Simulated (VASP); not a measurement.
# Ru (P6_3/mmc) in VASP: a series of runs

The runs below take Ru through single point, with rpbe exchange, lyp correlation, PBEsol-based global hybrid with 25 % exact exchange, B3LYP, PBE-based screened hybrid with 25 % exact exchange.

Everything below comes from runs of VASP 6.6.1. Logs are shortened: lines on timing, memory, paths and dates and some standing lists are left out, and cuts for length are marked.

**1. The cell of the first run**

It takes space group P6_3/mmc (No. 194, hexagonal). Conventional cell: a = 2.741 Å, b = 2.741 Å, c = 4.338 Å, α = 90.00°, β = 90.00°, γ = 120.00°. Ru (site symmetry -6m2) has 12 Ru at 2.69 to 2.74 Å within 3.5 Å.

**2. Single point, rpbe exchange, lyp correlation, collinear spin, zero start (14.12 Å³/atom)**

Input file INCAR:

```
PREC = Accurate ; ENCUT = 500
EDIFF = 1E-6 ; ISMEAR = -5
SIGMA = 0.05 ; LREAL = False
LASPH = True ; NELM = 200
ALGO = Normal ; ISIF = 2
LWAVE = False ; LCHARG = False
ISPIN = 2 ; MAGMOM = 0 0
LORBIT = 11 ; LMAXMIX = 4
GGA = LIBXC ; LIBXC1 = GGA_X_RPBE
LIBXC2 = GGA_C_LYP ; NBANDS = 25
GGA_COMPAT = False
```

Input file KPOINTS:

```
Automatic mesh
0
Gamma
  11 11 6
```

Input file POSCAR:

```
Ru
1.0
    2.7414067100      0.0000000000      0.0000000000
   -1.3707033550      2.3741278530      0.0000000000
    0.0000000000      0.0000000000      4.3382472500
Ru
2
Direct
    0.6666666667      0.3333333333      0.7500000000
    0.3333333333      0.6666666667      0.2500000000
```

Potentials or basis: VASP PAW PBE potentials, release 64 (Ru_pv).

Command:

```console
$ cat potpaw_PBE.64/Ru_pv/POTCAR > POTCAR
$ mpirun -np 1 vasp_std > vasp.out
```

OUTCAR:

```text
PREC = Accurate
   ENCUT = 500
   EDIFF = 1E-6
   ISMEAR = -5
   LREAL = False
   LASPH = True
   NELM = 200
   ISIF = 2
   ISPIN = 2
   LORBIT = 11
   GGA = LIBXC

 ion  position               nearest neighbor table
   1  0.667  0.333  0.750-   2 2.69   2 2.69   2 2.69   2 2.69   2 2.69   2 2.69
   2  0.333  0.667  0.250-   1 2.69   1 2.69   1 2.69   1 2.69   1 2.69   1 2.69

  LATTYP: Found a hexagonal cell.
 ALAT       =     2.7414067100
 C/A-ratio  =     1.5824894694

  Lattice vectors:

 A1 = (   2.7414067100,   0.0000000000,   0.0000000000)
 A2 = (  -1.3707033550,   2.3741278530,   0.0000000000)
 A3 = (   0.0000000000,   0.0000000000,   4.3382472500)

Analysis of symmetry for initial positions (statically):
=====================================================================
 Subroutine PRICEL returns:
 Original cell was already a primitive cell.

 Routine SETGRP: Setting up the symmetry group for a
 hexagonal supercell.

 Subroutine GETGRP returns: Found 24 space group operations
 (whereof 12 operations were pure point group operations)
 out of a pool of 24 trial point group operations.

The static configuration has the point symmetry D_3d.
 The point group associated with its full space group is D_6h.

Analysis of symmetry for dynamics (positions and initial velocities):
=====================================================================
 Subroutine PRICEL returns:
 Original cell was already a primitive cell.

 Routine SETGRP: Setting up the symmetry group for a
 hexagonal supercell.

 Subroutine GETGRP returns: Found 24 space group operations
 (whereof 12 operations were pure point group operations)
 out of a pool of 24 trial point group operations.

The dynamic configuration has the point symmetry D_3d.
 The point group associated with its full space group is D_6h.

Analysis of structural, dynamic, and magnetic symmetry:
=====================================================================
 Subroutine PRICEL returns:
 Original cell was already a primitive cell.

 Routine SETGRP: Setting up the symmetry group for a
 hexagonal supercell.

 Subroutine GETGRP returns: Found 24 space group operations
 (whereof 12 operations were pure point group operations)
 out of a pool of 24 trial point group operations.

The overall configuration has the point symmetry D_3d.
 The point group associated with its full space group is D_6h.

 Subroutine INISYM returns: Found 24 space group operations
 (whereof 12 operations are pure point group operations),
 and found     1 'primitive' translations

----------------------------------------------------------------------------------------

                                     Primitive cell

  volume of cell :      28.2353

  direct lattice vectors                    reciprocal lattice vectors
     2.741406710  0.000000000  0.000000000     0.364776228  0.210603654  0.000000000
    -1.370703355  2.374127853  0.000000000     0.000000000  0.421207307  0.000000000
     0.000000000  0.000000000  4.338247250     0.000000000  0.000000000  0.230507839

  length of vectors
     2.741406710  2.741406710  4.338247250     0.421207307  0.421207307  0.230507839

  position of ions in fractional coordinates (direct lattice)
     0.666666667  0.333333333  0.750000000
     0.333333333  0.666666667  0.250000000

  ion indices of the primitive-cell ions
   primitive index   ion index
                 1           1
                 2           2

----------------------------------------------------------------------------------------

 KPOINTS: Automatic mesh

Automatic generation of k-mesh.
 Grid dimensions read from file:
 generate k-points for:   11   11    6

 Generating k-lattice:

  Cartesian coordinates                     Fractional coordinates (reciprocal lattice)
     0.033161475  0.019145787  0.000000000     0.090909091  0.000000000  0.000000000
     0.000000000  0.038291573  0.000000000     0.000000000  0.090909091  0.000000000
     0.000000000  0.000000000  0.038417973     0.000000000  0.000000000  0.166666667

  Length of vectors
     0.038291573  0.038291573  0.038417973

  Shift w.r.t. Gamma in fractional coordinates (k-lattice)
     0.000000000  0.000000000  0.000000000

 TETIRR: Found    759 inequivalent tetrahedra from     4356

 Subroutine IBZKPT returns following result:
 ===========================================

 Found     64 irreducible k-points:

 Following reciprocal coordinates:
            Coordinates               Weight
  0.000000  0.000000  0.000000      1.000000
  0.090909 -0.000000  0.000000      6.000000
  0.181818 -0.000000  0.000000      6.000000
  0.272727  0.000000  0.000000      6.000000
  0.363636 -0.000000  0.000000      6.000000
  0.454545 -0.000000  0.000000      6.000000
[... 16 lines left out ...]
  0.090909  0.090909  0.166667     12.000000
  0.181818  0.090909  0.166667     24.000000
 [... further k-points ...]
   k-points           NKPTS =     64   k-points in BZ     NKDIM =     64   number of bands    NBANDS=     25
   number of dos      NEDOS =    301   number of ions     NIONS =      2
   total plane-waves  NPLWV =  12800
   dimension x,y,z NGX =    20 NGY =   20 NGZ =   32
   dimension x,y,z NGXF=    40 NGYF=   40 NGZF=   64
   ions per type =               2
   NGX,Y,Z   is equivalent  to a cutoff of  12.13, 12.13, 12.26 a.u.
   NGXF,Y,Z  is equivalent  to a cutoff of  24.26, 24.26, 24.53 a.u.
 SYSTEM =  unknown system
   PREC   = accura    normal or accurate (medium, high low for compatibility)
   ISTART =      0    job   : 0-new  1-cont  2-samecut
   ICHARG =      2    charge: 1-file 2-atom 10-const
   ISPIN  =      2    spin polarized calculation?
   LNONCOLLINEAR =      F non collinear calculations
   LSORBIT =      F    spin-orbit coupling
   LASPH  =      T    aspherical Exc in radial PAW
   ENCUT  =  500.0 eV  36.75 Ry    6.06 a.u.   5.00  5.00  7.91*2*pi/ulx,y,z
   NELM   =    200;   NELMIN=  2; NELMDL= -5     # of ELM steps
   EDIFF  = 0.1E-05   stopping-criterion for ELM
   LREAL  =      F    real-space projection
   EDIFFG = 0.1E-04   stopping-criterion for IOM
   NSW    =      0    number of steps for IOM
   IBRION =     -1    ionic relax: 0-MD 1-quasi-New 2-CG
   NFREE  =      0    steps in history (QN), initial steepest desc. (CG)
   ISIF   =      2    stress and relaxation
   ISYM   =      2    0-nonsym 1-usesym 2-fastsym
   POTIM  = 0.5000    time-step for ionic-motion
   TEBEG  =    0.0;   TEEND  =   0.0 temperature during run
   PSTRESS=    0.0 pullay stress
   NELECT =      28.0000    total number of electrons
   NUPDOWN=      -1.0000    fix difference up-down
   EMIN   =  10.00;   EMAX   =-10.00  energy-range for DOS
   EFERMI =   0.00;   METHOD = LEGACY
   ISMEAR =    -5;   SIGMA  =   0.05  broadening in eV -4-tet -1-fermi 0-gaus
   EFERMI_NEDOS =   21; number of points for ismear=-14 and -15
   IALGO  =     38    algorithm
   IMIX   =      4    mixing-type and parameters
     AMIX     =   0.40;   BMIX     =  1.00
     AMIX_MAG =   1.60;   BMIX_MAG =  1.00
  volume/ion in A,a.u.               =      14.12        95.27
  Fermi-wavevector in a.u.,A,eV,Ry     =   1.632539  3.085051 36.262022  2.665183
  Thomas-Fermi vector in A             =   2.724493
   LORBIT       =     11    0 simple, 1 ext, 2 COOP (PROOUT), +10 PAW based schemes
   GGA     = LIBXC    functional components
   LHFCALC =     F    Hartree Fock is set to
   AEXX    =    0.0000 exact exchange contribution
   IVDW    =     0    specifies the selected vdW correction
   LEPSILON=     F    determine dielectric tensor
   LRPA    =     F    only Hartree local field effects (RPA)
 spin polarized calculation
 Fermi weights with tetrahedron method with Bloechl corrections
  energy-cutoff  :      500.00
  volume of cell :       28.24
 maximum number of plane-waves:       735
 NGX is ok and might be reduce to    20
   NGX =  9   NGY =  9   NGZ = 15

 number of electron      28.0000011 magnetization       0.0000255

 number of electron      28.0000011 magnetization      -0.0000132

 Free energy of the ion-electron system (eV)
  ---------------------------------------------------
  ext. energy  EPLUGINS =         0.00000000
  ---------------------------------------------------
  free energy    TOTEN  =       -14.79151774 eV

  energy without entropy =      -14.79151774  energy(sigma->0) =      -14.79151774

 E-fermi :  12.7698     XC(G=0): -13.1220

 val. band max:       12.8600783406   @ k =   0.3636  -0.0000   0.3333
 cond. band min:      12.7708840222   @ k =   0.2727   0.0000   0.3333
 fundamental gap:     -0.0891943183
 Fermi energy:        12.7697993506

 spin component 1

 k-point     1 :       0.0000    0.0000    0.0000
  band No.  band energies     occupation
      1     -30.7079      1.00000
      2     -29.8961      1.00000
      3     -29.8961      1.00000
      4     -29.7451      1.00000
      5     -29.7451      1.00000
      6     -29.7040      1.00000
[... 17 lines left out ...]
     24      31.0352      0.00000
     25      35.2398      0.00000

 k-point     2 :       0.0909   -0.0000    0.0000
  band No.  band energies     occupation
      1     -30.6833      1.00000
      2     -29.9477      1.00000
      3     -29.9135      1.00000
      4     -29.7990      1.00000
      5     -29.7524      1.00000
      6     -29.7156      1.00000
[... 17 lines left out ...]
     24      31.3739      0.00000
     25      33.7642      0.00000

 k-point     3 :       0.1818   -0.0000    0.0000
  band No.  band energies     occupation
      1     -30.6136      1.00000
      2     -30.0863      1.00000
      3     -29.9587      1.00000
      4     -29.9405      1.00000
      5     -29.7734      1.00000
      6     -29.7503      1.00000
[... 552 lines left out ...]
 k-point    23 :       0.0909    0.0909    0.1667
  band No.  band energies     occupation
      1     -30.5865      1.00000
      2     -30.0141      1.00000
      3     -29.9735      1.00000
      4     -29.9068      1.00000
      5     -29.7864      1.00000
      6     -29.7629      1.00000
[... 17 lines left out ...]
     24      30.9386      0.00000
     25      31.4423      0.00000

 k-point    24 :       0.1818    0.0909    0.1667
  band No.  band energies     occupation
      1     -30.5259      1.00000
      2     -30.1523      1.00000
      3     -30.1101      1.00000
      4     -29.9758      1.00000
      5     -29.8261      1.00000
      6     -29.7934      1.00000
[... 17 lines left out ...]
     24      30.1195      0.00000
     25      31.2306      0.00000

 [... further k-points ...]

 spin component 2

 k-point     1 :       0.0000    0.0000    0.0000
  band No.  band energies     occupation
      1     -30.7079      1.00000
      2     -29.8961      1.00000
      3     -29.8961      1.00000
      4     -29.7452      1.00000
      5     -29.7452      1.00000
      6     -29.7040      1.00000
[... 17 lines left out ...]
     24      31.0352      0.00000
     25      35.2396      0.00000

 k-point     2 :       0.0909   -0.0000    0.0000
  band No.  band energies     occupation
      1     -30.6833      1.00000
      2     -29.9477      1.00000
      3     -29.9135      1.00000
      4     -29.7990      1.00000
      5     -29.7524      1.00000
      6     -29.7156      1.00000
[... 17 lines left out ...]
     24      31.3740      0.00000
     25      33.7647      0.00000

 k-point     3 :       0.1818   -0.0000    0.0000
  band No.  band energies     occupation
      1     -30.6136      1.00000
      2     -30.0863      1.00000
      3     -29.9587      1.00000
      4     -29.9405      1.00000
      5     -29.7734      1.00000
      6     -29.7503      1.00000
[... 552 lines left out ...]
 k-point    23 :       0.0909    0.0909    0.1667
  band No.  band energies     occupation
      1     -30.5865      1.00000
      2     -30.0141      1.00000
      3     -29.9735      1.00000
      4     -29.9068      1.00000
      5     -29.7864      1.00000
      6     -29.7629      1.00000
[... 17 lines left out ...]
     24      30.9386      0.00000
     25      31.4423      0.00000

 k-point    24 :       0.1818    0.0909    0.1667
  band No.  band energies     occupation
      1     -30.5259      1.00000
      2     -30.1523      1.00000
      3     -30.1101      1.00000
      4     -29.9758      1.00000
      5     -29.8261      1.00000
      6     -29.7934      1.00000
[... 17 lines left out ...]
     24      30.1195      0.00000
     25      31.2306      0.00000

 [... further k-points ...]

------------------------ aborting loop because EDIFF is reached ----------------------------------------

  FORCE on cell =-STRESS in cart. coord.  units (eV):
  Direction    XX          YY          ZZ          XY          YZ          ZX
  --------------------------------------------------------------------------------------
  -------------------------------------------------------------------------------------
  Total        1.9057165      1.9057165      1.6047549      0.0000000     -0.0000000      0.0000000
  in kB      108.1376670    108.1376670     91.0599515      0.0000000     -0.0000000      0.0000000
  external PRESSURE =     102.4450952 kB  Pullay stress =       0.0000000 kB

 VOLUME and BASIS-vectors are now :
 -----------------------------------------------------------------------------
  energy-cutoff  :      500.00
  volume of cell :       28.24
      direct lattice vectors                 reciprocal lattice vectors
     2.741406710  0.000000000  0.000000000     0.364776228  0.210603654  0.000000000
    -1.370703355  2.374127853  0.000000000     0.000000000  0.421207307  0.000000000
     0.000000000  0.000000000  4.338247250     0.000000000  0.000000000  0.230507839

 POSITION                                       TOTAL-FORCE (eV/Angst)
 -----------------------------------------------------------------------------------
      1.37070      0.79138      3.25369         0.000000      0.000000      0.000000
     -0.00000      1.58275      1.08456         0.000000     -0.000000      0.000000
 -----------------------------------------------------------------------------------
    total drift:                                0.000000     -0.000000      0.000000

  FREE ENERGIE OF THE ION-ELECTRON SYSTEM (eV)
  ---------------------------------------------------
  free  energy   TOTEN  =       -14.7915177352 eV

  energy  without entropy=      -14.7915177352  energy(sigma->0) =      -14.79151774

 total charge

# of ion       s       p       d       tot
------------------------------------------
    1        0.387   6.283   5.960  12.630
    2        0.387   6.283   5.960  12.630
--------------------------------------------------
tot          0.774  12.566  11.920  25.260

 magnetization (x)

# of ion       s       p       d       tot
------------------------------------------
    1       -0.000   0.000  -0.000  -0.000
    2       -0.000   0.000  -0.000  -0.000
--------------------------------------------------
tot         -0.000   0.000  -0.000  -0.000
```

Run time: 46 s. Hardware: 1 thread of AMD EPYC 7R43 (Zen 3), shared host; peak memory 0.15 GiB.

Results:

```yaml
Free_energy: -14.7915 eV
Pressure: 10.2 GPa
Band_gap_on_the_k_mesh: zero (filled and empty bands overlap)
Net_moment: 0.00 μB per cell
Valence_electrons_inside_the_program's_atomic_spheres: Ru 12.63
```

Stress tensor (GPa, compression positive):
```
10.81  0.00  0.00
 0.00 10.81  0.00
 0.00  0.00  9.11
```

Caveat: the cell stands under pressure; the PAW data sets were made with another functional, which shifts forces and pressure a little; tetrahedron occupations give inexact forces and stress in metals.

[end of part 1 of 2]
